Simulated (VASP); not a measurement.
Write the native input for VASP 6.6.1 that does the following.

```
Task                   : single point
Functional             : PBEsol
Potentials or basis    : VASP PAW PBE potentials, release 64 (Zn, Mg, O)
Cutoff                 : 520 eV
k mesh                 : 1 × 1 × 1, shifted
Occupations            : fermi-dirac, width 0.05 eV
Spin                   : no spin polarisation
Dipole correction      : no
Further INCAR settings : LREAL = Auto; ALGO = Normal; EDIFF = 1e-07; NBANDS = 276; ISYM = 0
```

The structure of Mg7ZnO8 lies in POSCAR:

```
Mg7ZnO8
1.0
    9.8629153520      0.0000000000      0.0000000000
    0.0000000000     11.3869067824      0.0000000000
    0.0000000000      0.0000000000     10.1371516773
Zn Mg O
6 42 48
Direct
    0.1668220000      0.0828110000      0.2456110000
    0.1663420000      0.0829140000      0.7456200000
    0.6666290000      0.8325830000      0.2481800000
    0.9999000000      0.6667190000      0.9976960000
    0.6667330000      0.1666270000      0.9978180000
    0.3330840000      0.6666330000      0.4986130000
    0.0008280000      0.3331330000      0.2466910000
    0.0008300000      0.3329420000      0.7457900000
    0.4997020000      0.0822170000      0.2454730000
    0.5012140000      0.0832950000      0.7460230000
    0.3325250000      0.3328100000      0.2460800000
    0.3321680000      0.3332510000      0.7464110000
    0.1685330000      0.5838580000      0.2450350000
    0.1646450000      0.5842000000      0.7449490000
    0.9993680000      0.8339210000      0.2450670000
    0.9991610000      0.8328270000      0.7464570000
    0.8331420000      0.0826080000      0.2454530000
    0.8322660000      0.0829320000      0.7460580000
    0.6663730000      0.3342970000      0.2454340000
    0.6668080000      0.3318540000      0.7459540000
    0.4977030000      0.5843410000      0.2460040000
    0.5006330000      0.5824800000      0.7453320000
    0.3338220000      0.8317640000      0.2462860000
    0.3340130000      0.8349900000      0.7452520000
    0.8335330000      0.5833120000      0.2453580000
    0.8345370000      0.5835330000      0.7459280000
    0.6665560000      0.8326000000      0.7432730000
    0.0006640000      0.1660450000      0.4950620000
    0.0003030000      0.1661170000      0.9953560000
    0.3326550000      0.1656010000      0.4954830000
    0.3327080000      0.1665550000      0.9949190000
    0.1674630000      0.4167460000      0.4961360000
    0.1657030000      0.4169430000      0.9962710000
    0.0000540000      0.6674680000      0.4939980000
    0.6664410000      0.1666360000      0.4938800000
    0.4989400000      0.4160060000      0.4962910000
    0.4992910000      0.4162370000      0.9963390000
    0.3332520000      0.6675250000      0.9931800000
    0.1658870000      0.9164170000      0.4952580000
    0.1673400000      0.9166250000      0.9953670000
    0.8334020000      0.4164800000      0.4962710000
    0.8347120000      0.4157550000      0.9963360000
    0.6666210000      0.6659360000      0.4953090000
    0.6665690000      0.6676180000      0.9960200000
    0.4999780000      0.9163560000      0.4952850000
    0.5020520000      0.9158390000      0.9959950000
    0.8339750000      0.9171600000      0.4953870000
    0.8304080000      0.9150480000      0.9959600000
    0.9995130000      0.1664860000      0.1916630000
    0.9990890000      0.1663950000      0.6916510000
    0.3338130000      0.1663650000      0.1911230000
    0.3339390000      0.1665160000      0.6921690000
    0.1666740000      0.4169670000      0.1925040000
    0.1665060000      0.4172990000      0.6922590000
    0.0006210000      0.6667620000      0.1952660000
    0.9994670000      0.6673020000      0.6893390000
    0.6663410000      0.1668720000      0.1954240000
    0.6668090000      0.1662760000      0.6895430000
    0.4991180000      0.4171100000      0.1927540000
    0.4997360000      0.4155270000      0.6926950000
    0.3331180000      0.6669870000      0.1885170000
    0.3332100000      0.6670660000      0.6961850000
    0.1672580000      0.9156380000      0.1916270000
    0.1659460000      0.9157850000      0.6915420000
    0.8339390000      0.4163950000      0.1923770000
    0.8335590000      0.4162520000      0.6930580000
    0.6660560000      0.6659580000      0.1925340000
    0.6671210000      0.6655070000      0.6914720000
    0.5000330000      0.9157060000      0.1923150000
    0.5003990000      0.9171330000      0.6912010000
    0.8324960000      0.9162870000      0.1917310000
    0.8334010000      0.9165710000      0.6918300000
    0.1666790000      0.0826120000      0.4420810000
    0.1664550000      0.0828710000      0.9421250000
    0.0004850000      0.3332600000      0.4429080000
    0.0004490000      0.3325700000      0.9420160000
    0.4994070000      0.0827820000      0.4414410000
    0.5000520000      0.0829550000      0.9425930000
    0.3329500000      0.3323490000      0.4423290000
    0.3324260000      0.3334880000      0.9426140000
    0.1669820000      0.5832940000      0.4416620000
    0.1661210000      0.5833920000      0.9414000000
    0.9997080000      0.8338900000      0.4408720000
    0.9993430000      0.8338290000      0.9429550000
    0.8336210000      0.0834190000      0.4413780000
    0.8332150000      0.0823250000      0.9426840000
    0.6663200000      0.3339470000      0.4419510000
    0.6668180000      0.3334940000      0.9427090000
    0.4993900000      0.5829270000      0.4424670000
    0.5004830000      0.5829070000      0.9419150000
    0.3330550000      0.8331670000      0.4423910000
    0.3342520000      0.8345150000      0.9414160000
    0.8333980000      0.5829260000      0.4415630000
    0.8330160000      0.5829020000      0.9427860000
    0.6670570000      0.8330310000      0.4454110000
    0.6661470000      0.8324740000      0.9386480000
```

The input as run:

INCAR

```
SYSTEM = Mg7ZnO8
  PREC = Accurate
  ENCUT = 520
  EDIFF = 1E-7
  ISMEAR = -1
  SIGMA = 0.05
  LREAL = Auto
  LASPH = .TRUE.
  NELM = 100
  ALGO = Normal
  ISIF = 2
  LWAVE = .FALSE.
  LCHARG = .FALSE.
  GGA = PS
  NBANDS = 276
  ISYM = 0
```

KPOINTS

```
Automatic mesh
0
Gamma
  1 1 1
  0.25 0.25 0.25
```

Potentials or basis: VASP PAW PBE potentials, release 64 (Zn, Mg, O).

Run with:

```console
$ cat potpaw_PBE.64/Zn/POTCAR potpaw_PBE.64/Mg/POTCAR potpaw_PBE.64/O/POTCAR > POTCAR
$ mpirun -np 1 vasp_std > vasp.out
```

Results of the run:

| Item | Value |
| --- | --- |
| Pressure | -0.1 GPa |
| Largest force | 0.071 eV/Å |
| Band gap on the k mesh | 3.68 eV |

Caveat: the PAW data sets were made with another functional, which shifts forces and pressure a little; a shifted mesh leaves out Γ, where band edges can lie.

It took 120 min on 1 thread of AMD EPYC 7R13 Processor (Zen 3), on a shared host, peak memory 1.5 GiB.
